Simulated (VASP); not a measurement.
# Cu (P6_3/mmc) in VASP: notebook

Cu is run at these levels: PBE; tasks: single point.

Everything below comes from runs of VASP 6.6.1. Logs are shortened: lines on timing, memory, paths and dates and some standing lists are left out, and cuts for length are marked.

### Step 1. The cell of the first run

The structure is hexagonal, space group P6_3/mmc (No. 194). Conventional cell: a = 2.573 Å, b = 2.573 Å, c = 4.255 Å, α = 90.00°, β = 90.00°, γ = 120.00°. Within 3.4 Å of Cu (site symmetry -6m2) lie 12 Cu at 2.57 to 2.59 Å.

This isn't the form of Cu at room conditions, which is fcc.

### Step 2. Single point, PBE (12.20 Å³/atom)

Input file INCAR:

```
SYSTEM = Cu
PREC = Accurate
ENCUT = 520
EDIFF = 1E-7
ISMEAR = -1
SIGMA = 0.03
LREAL = .False.
LASPH = .True.
NELM = 80
ALGO = Normal
ISIF = 2
LWAVE = .False.
LCHARG = .False.
GGA = PE
NBANDS = 18
```

Input file KPOINTS:

```
Automatic mesh
0
Gamma
  17 17 9
  0 0 0
```

Input file POSCAR:

```
Cu
1.0
    2.5732050351      0.0000000000      0.0000000000
   -1.2866025176      2.2284609296      0.0000000000
    0.0000000000      0.0000000000      4.2552086209
Cu
2
Direct
    0.3333333333      0.6666666667      0.2500000000
    0.6666666667      0.3333333333      0.7500000000
```

Potentials or basis: VASP PAW PBE potentials, release 64 (Cu).

Started as:

```bash
> cat potpaw_PBE.64/Cu/POTCAR > POTCAR
> mpirun -np 1 vasp_std > vasp.out
```

OUTCAR:

```text
SYSTEM = Cu
   PREC = Accurate
   ENCUT = 520
   EDIFF = 1E-7
   ISMEAR = -1
   LREAL = .False.
   LASPH = .True.
   NELM = 80
   ISIF = 2
   GGA = PE

 ion  position               nearest neighbor table
   1  0.333  0.667  0.250-   2 2.59   2 2.59   2 2.59   2 2.59   2 2.59   2 2.59
   2  0.667  0.333  0.750-   1 2.59   1 2.59   1 2.59   1 2.59   1 2.59   1 2.59

  LATTYP: Found a hexagonal cell.
 ALAT       =     2.5732050351
 C/A-ratio  =     1.6536609259

  Lattice vectors:

 A1 = (   2.5732050351,   0.0000000000,   0.0000000000)
 A2 = (  -1.2866025176,   2.2284609296,   0.0000000000)
 A3 = (   0.0000000000,   0.0000000000,   4.2552086209)

Analysis of symmetry for initial positions (statically):
=====================================================================
 Subroutine PRICEL returns:
 Original cell was already a primitive cell.

 Routine SETGRP: Setting up the symmetry group for a
 hexagonal supercell.

 Subroutine GETGRP returns: Found 24 space group operations
 (whereof 12 operations were pure point group operations)
 out of a pool of 24 trial point group operations.

The static configuration has the point symmetry D_3d.
 The point group associated with its full space group is D_6h.

Analysis of symmetry for dynamics (positions and initial velocities):
=====================================================================
 Subroutine PRICEL returns:
 Original cell was already a primitive cell.

 Routine SETGRP: Setting up the symmetry group for a
 hexagonal supercell.

 Subroutine GETGRP returns: Found 24 space group operations
 (whereof 12 operations were pure point group operations)
 out of a pool of 24 trial point group operations.

The dynamic configuration has the point symmetry D_3d.
 The point group associated with its full space group is D_6h.

 Subroutine INISYM returns: Found 24 space group operations
 (whereof 12 operations are pure point group operations),
 and found     1 'primitive' translations

----------------------------------------------------------------------------------------

                                     Primitive cell

  volume of cell :      24.4006

  direct lattice vectors                    reciprocal lattice vectors
     2.573205035  0.000000000  0.000000000     0.388620412  0.224370099  0.000000000
    -1.286602518  2.228460930  0.000000000     0.000000000  0.448740199  0.000000000
     0.000000000  0.000000000  4.255208621     0.000000000  0.000000000  0.235006104

  length of vectors
     2.573205035  2.573205035  4.255208621     0.448740199  0.448740199  0.235006104

  position of ions in fractional coordinates (direct lattice)
     0.333333333  0.666666667  0.250000000
     0.666666667  0.333333333  0.750000000

  ion indices of the primitive-cell ions
   primitive index   ion index
                 1           1
                 2           2

----------------------------------------------------------------------------------------

 KPOINTS: Automatic mesh

Automatic generation of k-mesh.
 Grid dimensions read from file:
 generate k-points for:   17   17    9

 Generating k-lattice:

  Cartesian coordinates                     Fractional coordinates (reciprocal lattice)
     0.022860024  0.013198241  0.000000000     0.058823529 -0.000000000  0.000000000
     0.000000000  0.026396482  0.000000000     0.000000000  0.058823529  0.000000000
     0.000000000  0.000000000  0.026111789     0.000000000  0.000000000  0.111111111

  Length of vectors
     0.026396482  0.026396482  0.026111789

  Shift w.r.t. Gamma in fractional coordinates (k-lattice)
     0.000000000  0.000000000  0.000000000

 Subroutine IBZKPT returns following result:
 ===========================================

 Found    165 irreducible k-points:

 Following reciprocal coordinates:
            Coordinates               Weight
  0.000000  0.000000  0.000000      1.000000
  0.058824 -0.000000  0.000000      6.000000
  0.117647 -0.000000  0.000000      6.000000
  0.176471  0.000000  0.000000      6.000000
  0.235294 -0.000000  0.000000      6.000000
  0.294118  0.000000  0.000000      6.000000
[... 16 lines left out ...]
  0.411765  0.117647  0.000000     12.000000
  0.176471  0.176471  0.000000      6.000000
 [... further k-points ...]
   k-points           NKPTS =    165   k-points in BZ     NKDIM =    165   number of bands    NBANDS=     18
   number of dos      NEDOS =    301   number of ions     NIONS =      2
   total plane-waves  NPLWV =  12800
   dimension x,y,z NGX =    20 NGY =   20 NGZ =   32
   dimension x,y,z NGXF=    40 NGYF=   40 NGZF=   64
   ions per type =               2
   NGX,Y,Z   is equivalent  to a cutoff of  12.92, 12.92, 12.50 a.u.
   NGXF,Y,Z  is equivalent  to a cutoff of  25.84, 25.84, 25.00 a.u.
 SYSTEM =  Cu
   PREC   = accura    normal or accurate (medium, high low for compatibility)
   ISTART =      0    job   : 0-new  1-cont  2-samecut
   ICHARG =      2    charge: 1-file 2-atom 10-const
   ISPIN  =      1    spin polarized calculation?
   LNONCOLLINEAR =      F non collinear calculations
   LSORBIT =      F    spin-orbit coupling
   LASPH  =      T    aspherical Exc in radial PAW
   ENCUT  =  520.0 eV  38.22 Ry    6.18 a.u.   4.78  4.78  7.91*2*pi/ulx,y,z
   NELM   =     80;   NELMIN=  2; NELMDL= -5     # of ELM steps
   EDIFF  = 0.1E-06   stopping-criterion for ELM
   LREAL  =      F    real-space projection
   EDIFFG = 0.1E-05   stopping-criterion for IOM
   NSW    =      0    number of steps for IOM
   IBRION =     -1    ionic relax: 0-MD 1-quasi-New 2-CG
   NFREE  =      0    steps in history (QN), initial steepest desc. (CG)
   ISIF   =      2    stress and relaxation
   ISYM   =      2    0-nonsym 1-usesym 2-fastsym
   POTIM  = 0.5000    time-step for ionic-motion
   TEBEG  =    0.0;   TEEND  =   0.0 temperature during run
   PSTRESS=    0.0 pullay stress
   NELECT =      22.0000    total number of electrons
   NUPDOWN=      -1.0000    fix difference up-down
   EMIN   =  10.00;   EMAX   =-10.00  energy-range for DOS
   EFERMI =   0.00;   METHOD = LEGACY
   ISMEAR =    -1;   SIGMA  =   0.03  broadening in eV -4-tet -1-fermi 0-gaus
   EFERMI_NEDOS =   21; number of points for ismear=-14 and -15
   IALGO  =     38    algorithm
   IMIX   =      4    mixing-type and parameters
     AMIX     =   0.40;   BMIX     =  1.00
     AMIX_MAG =   1.60;   BMIX_MAG =  1.00
  volume/ion in A,a.u.               =      12.20        82.33
  Fermi-wavevector in a.u.,A,eV,Ry     =   1.581548  2.988692 34.032160  2.501293
  Thomas-Fermi vector in A             =   2.681606
   LORBIT       =      0    0 simple, 1 ext, 2 COOP (PROOUT), +10 PAW based schemes
   GGA     = PE    functional components
   LHFCALC =     F    Hartree Fock is set to
   AEXX    =    0.0000 exact exchange contribution
   IVDW    =     0    specifies the selected vdW correction
   LEPSILON=     F    determine dielectric tensor
   LRPA    =     F    only Hartree local field effects (RPA)
 non-spin polarized calculation
  energy-cutoff  :      520.00
  volume of cell :       24.40
 maximum number of plane-waves:       668
 NGX is ok and might be reduce to    20
   NGX =  9   NGY =  9   NGZ = 15

 number of electron      22.0000021 magnetization

 Free energy of the ion-electron system (eV)
  ---------------------------------------------------
  ext. energy  EPLUGINS =         0.00000000
  ---------------------------------------------------
  free energy    TOTEN  =        -7.43831049 eV

  energy without entropy =       -7.43634921  energy(sigma->0) =       -7.43732985

 E-fermi :   7.2232     XC(G=0): -12.5379

 val. band max:        7.2160671598   @ k =   0.1765   0.1765   0.3333
 cond. band min:       7.2328132857   @ k =   0.2353   0.2353   0.4444
 fundamental gap:      0.0167461259
 Fermi energy:         7.2231891495

 k-point     1 :       0.0000    0.0000    0.0000
  band No.  band energies     occupation
      1      -1.9171      2.00000
      2       2.2624      2.00000
      3       4.2166      2.00000
      4       4.3094      2.00000
      5       4.3094      2.00000
      6       4.4964      2.00000
[... 10 lines left out ...]
     17      30.3748      0.00000
     18      30.3965      0.00000

 k-point     2 :       0.0588   -0.0000    0.0000
  band No.  band energies     occupation
      1      -1.8065      2.00000
      2       2.3277      2.00000
      3       4.1677      2.00000
      4       4.3486      2.00000
      5       4.3492      2.00000
      6       4.4763      2.00000
[... 10 lines left out ...]
     17      30.5425      0.00000
     18      31.2091      0.00000

 k-point     3 :       0.1176   -0.0000    0.0000
  band No.  band energies     occupation
      1      -1.4783      2.00000
      2       2.5099      2.00000
      3       4.0654      2.00000
      4       4.3859      2.00000
      5       4.4629      2.00000
      6       4.4701      2.00000
[... 10 lines left out ...]
     17      30.5691      0.00000
     18      31.1910      0.00000

 k-point     4 :       0.1765    0.0000    0.0000
  band No.  band energies     occupation
      1      -0.9442      2.00000
      2       2.7610      2.00000
      3       3.9461      2.00000
      4       4.0662      2.00000
      5       4.3132      2.00000
      6       4.6000      2.00000
[... 10 lines left out ...]
     17      28.1206      0.00000
     18      29.6133      0.00000

 k-point     5 :       0.2353   -0.0000    0.0000
  band No.  band energies     occupation
      1      -0.2289      2.00000
      2       2.9822      2.00000
      3       3.7089      2.00000
      4       3.8634      2.00000
      5       4.2471      2.00000
      6       4.5414      2.00000
[... 10 lines left out ...]
     17      25.6477      0.00000
     18      27.6187      0.00000

 k-point     6 :       0.2941    0.0000    0.0000
  band No.  band energies     occupation
      1       0.6154      2.00000
      2       3.0531      2.00000
      3       3.4308      2.00000
      4       3.8664      2.00000
      5       4.2601      2.00000
      6       4.4476      2.00000
[... 10 lines left out ...]
     17      23.7361      0.00000
     18      26.6388      0.00000

 k-point     7 :       0.3529   -0.0000    0.0000
  band No.  band energies     occupation
      1       1.4772      2.00000
      2       2.9917      2.00000
      3       3.2296      2.00000
      4       3.9365      2.00000
      5       4.3659      2.00000
      6       4.3676      2.00000
[... 10 lines left out ...]
     17      21.5508      0.00000
     18      26.2102      0.00000

 k-point     8 :       0.4118    0.0000    0.0000
  band No.  band energies     occupation
      1       2.1563      2.00000
      2       2.8935      2.00000
      3       3.0999      2.00000
      4       4.0994      2.00000
      5       4.3097      2.00000
      6       4.3603      2.00000
[... 10 lines left out ...]
     17      20.5755      0.00000
     18      25.9814      0.00000
[... 229 lines left out ...]
     17      26.6272      0.00000
     18      27.3845      0.00000

 k-point    20 :       0.2353    0.1176    0.0000
  band No.  band energies     occupation
      1       0.8970      2.00000
      2       3.1953      2.00000
      3       3.4086      2.00000
      4       3.6917      2.00000
      5       4.2840      2.00000
      6       4.2883      2.00000
[... 10 lines left out ...]
     17      24.1981      0.00000
     18      26.6013      0.00000

 k-point    21 :       0.2941    0.1176    0.0000
  band No.  band energies     occupation
      1       1.7332      2.00000
      2       3.1234      2.00000
      3       3.2427      2.00000
      4       3.7577      2.00000
      5       4.2259      2.00000
      6       4.3823      2.00000
[... 10 lines left out ...]
     17      21.9014      0.00000
     18      26.0068      0.00000

 k-point    22 :       0.3529    0.1176    0.0000
  band No.  band energies     occupation
      1       2.3775      2.00000
      2       3.0226      2.00000
      3       3.1352      2.00000
      4       3.8995      2.00000
      5       4.2037      2.00000
      6       4.3849      2.00000
[... 10 lines left out ...]
     17      19.8579      0.00000
     18      25.6068      0.00000

 k-point    23 :       0.4118    0.1176    0.0000
  band No.  band energies     occupation
      1       2.6872      2.00000
      2       2.9455      2.00000
      3       3.0827      2.00000
      4       4.0544      2.00000
      5       4.2134      2.00000
      6       4.3084      2.00000
[... 10 lines left out ...]
     17      18.3837      0.00000
     18      25.4057      0.00000

 k-point    24 :       0.1765    0.1765    0.0000
  band No.  band energies     occupation
      1       0.8191      2.00000
      2       3.2894      2.00000
      3       3.4467      2.00000
      4       3.5842      2.00000
      5       4.2559      2.00000
      6       4.2902      2.00000
[... 10 lines left out ...]
     17      25.1326      0.00000
     18      25.5469      0.00000

 [... further k-points ...]
[... 5 lines left out ...]
  --------------------------------------------------------------------------------------
  -------------------------------------------------------------------------------------
  Total       -0.3105710     -0.3105710     -0.2953536      0.0000000     -0.0000000      0.0000000
  in kB      -20.3925322    -20.3925322    -19.3933386      0.0000000     -0.0000000      0.0000000
  external PRESSURE =     -20.0594677 kB  Pullay stress =       0.0000000 kB

 VOLUME and BASIS-vectors are now :
 -----------------------------------------------------------------------------
  energy-cutoff  :      520.00
  volume of cell :       24.40
      direct lattice vectors                 reciprocal lattice vectors
     2.573205035  0.000000000  0.000000000     0.388620412  0.224370099  0.000000000
    -1.286602518  2.228460930  0.000000000     0.000000000  0.448740199  0.000000000
     0.000000000  0.000000000  4.255208621     0.000000000  0.000000000  0.235006104

 POSITION                                       TOTAL-FORCE (eV/Angst)
 -----------------------------------------------------------------------------------
     -0.00000      1.48564      1.06380         0.000000      0.000000     -0.000000
      1.28660      0.74282      3.19141        -0.000000     -0.000000      0.000000
 -----------------------------------------------------------------------------------
    total drift:                               -0.000000      0.000000     -0.000000

  FREE ENERGIE OF THE ION-ELECTRON SYSTEM (eV)
  ---------------------------------------------------
  free  energy   TOTEN  =        -7.4383104932 eV

  energy  without entropy=       -7.4363492070  energy(sigma->0) =       -7.43732985
```

It took 68 s on 1 thread of Intel Xeon 8259CL, shared host; peak memory 0.18 GiB.

Results:

```yaml
Free_energy: -7.4383 eV
Pressure: -2.0 GPa
Band_gap_on_the_k_mesh: zero (bands 11 and 12 overlap by 5.51 eV)
```

### Step 3. Single point, PBE (12.68 Å³/atom)

This run uses another cell than the first one, of 12.68 Å³/atom.

Input file INCAR:

```
SYSTEM = Cu
PREC = Accurate ; ENCUT = 520
EDIFF = 1E-7 ; ISMEAR = -1
SIGMA = 0.03 ; LREAL = .FALSE.
LASPH = .TRUE. ; NELM = 80
ALGO = Normal ; ISIF = 2
LWAVE = .FALSE. ; LCHARG = .FALSE.
GGA = PE ; NBANDS = 18
```

Input file KPOINTS:

```
Automatic mesh
0
G
  17 17 9
  0 0 0
```

Input file POSCAR:

```
Cu
1.0
    2.6064113432      0.0000000000      0.0000000000
   -1.3032056716      2.2572184359      0.0000000000
    0.0000000000      0.0000000000      4.3101205951
Cu
2
Direct
    0.3333333333      0.6666666667      0.2500000000
    0.6666666667      0.3333333333      0.7500000000
```

Potentials or basis: VASP PAW PBE potentials, release 64 (Cu).

Started as:

```bash
> cat potpaw_PBE.64/Cu/POTCAR > POTCAR
> mpirun -np 1 vasp_std > vasp.out
```

OUTCAR:

```text
SYSTEM = Cu
   PREC = Accurate
   ENCUT = 520
   EDIFF = 1E-7
   ISMEAR = -1
   LREAL = .FALSE.
   LASPH = .TRUE.
   NELM = 80
   ISIF = 2
   GGA = PE

 ion  position               nearest neighbor table
   1  0.333  0.667  0.250-   2 2.63   2 2.63   2 2.63   2 2.63   2 2.63   2 2.63
   2  0.667  0.333  0.750-   1 2.63   1 2.63   1 2.63   1 2.63   1 2.63   1 2.63

  LATTYP: Found a hexagonal cell.
 ALAT       =     2.6064113432
 C/A-ratio  =     1.6536609259

  Lattice vectors:

 A1 = (   2.6064113432,   0.0000000000,   0.0000000000)
 A2 = (  -1.3032056716,   2.2572184359,   0.0000000000)
 A3 = (   0.0000000000,   0.0000000000,   4.3101205951)

Analysis of symmetry for initial positions (statically):
=====================================================================
 Subroutine PRICEL returns:
 Original cell was already a primitive cell.

 Routine SETGRP: Setting up the symmetry group for a
 hexagonal supercell.

 Subroutine GETGRP returns: Found 24 space group operations
[... 154 lines left out ...]
 NGX is ok and might be reduce to    20
   NGX =  9   NGY =  9   NGZ = 17

 number of electron      22.0000021 magnetization

 Free energy of the ion-electron system (eV)
  ---------------------------------------------------
  ext. energy  EPLUGINS =         0.00000000
  ---------------------------------------------------
  free energy    TOTEN  =        -7.41299972 eV

  energy without entropy =       -7.41099539  energy(sigma->0) =       -7.41199755

 E-fermi :   6.7667     XC(G=0): -12.3188

 val. band max:        6.7500831614   @ k =   0.2941   0.1765   0.4444
 cond. band min:       6.7685918180   @ k =   0.2353   0.2353   0.4444
 fundamental gap:      0.0185086567
 Fermi energy:         6.7666632178

 k-point     1 :       0.0000    0.0000    0.0000
  band No.  band energies     occupation
      1      -2.0862      2.00000
      2       2.0151      2.00000
      3       3.8793      2.00000
      4       3.9668      2.00000
      5       3.9668      2.00000
      6       4.1423      2.00000
[... 481 lines left out ...]
      5       3.9185      2.00000
      6       3.9488      2.00000
[... 10 lines left out ...]
     17      24.3691      0.00000
     18      24.6087      0.00000

 [... further k-points ...]
[... 5 lines left out ...]
  --------------------------------------------------------------------------------------
  -------------------------------------------------------------------------------------
  Total       -1.0378975     -1.0378975     -0.9970178      0.0000000      0.0000000      0.0000000
  in kB      -65.5781350    -65.5781350    -62.9952080      0.0000000      0.0000000      0.0000000
  external PRESSURE =     -64.7171593 kB  Pullay stress =       0.0000000 kB

 VOLUME and BASIS-vectors are now :
 -----------------------------------------------------------------------------
  energy-cutoff  :      520.00
  volume of cell :       25.36
      direct lattice vectors                 reciprocal lattice vectors
     2.606411343  0.000000000  0.000000000     0.383669294  0.221511570  0.000000000
    -1.303205672  2.257218436  0.000000000     0.000000000  0.443023140  0.000000000
     0.000000000  0.000000000  4.310120595     0.000000000  0.000000000  0.232012070

 POSITION                                       TOTAL-FORCE (eV/Angst)
 -----------------------------------------------------------------------------------
     -0.00000      1.50481      1.07753         0.000000      0.000000      0.000000
      1.30321      0.75241      3.23259        -0.000000     -0.000000     -0.000000
 -----------------------------------------------------------------------------------
    total drift:                               -0.000000      0.000000     -0.000000

  FREE ENERGIE OF THE ION-ELECTRON SYSTEM (eV)
  ---------------------------------------------------
  free  energy   TOTEN  =        -7.4129997156 eV

  energy  without entropy=       -7.4109953921  energy(sigma->0) =       -7.41199755
```

stdout:

```text
POSCAR found type information on POSCAR Cu
 POSCAR found :  1 types and       2 ions
 scaLAPACK will be used
 LDA part: xc-table for (Slater+PW92), standard interpolation
 POSCAR, INCAR and KPOINTS ok, starting setup
 FFT: planning ... GRIDC
 FFT: planning ... GRID_SOFT
 FFT: planning ... GRID
 WAVECAR not read
 entering main loop
```

Run time: 75 s. Hardware: 1 thread of Intel Xeon 8259CL, shared host; peak memory 0.18 GiB.

What came out:

```yaml
Free_energy: -7.4130 eV
Pressure: -6.5 GPa
Band_gap_on_the_k_mesh: zero (bands 11 and 12 overlap by 5.38 eV)
```

Caveat: the cell stands under tension.
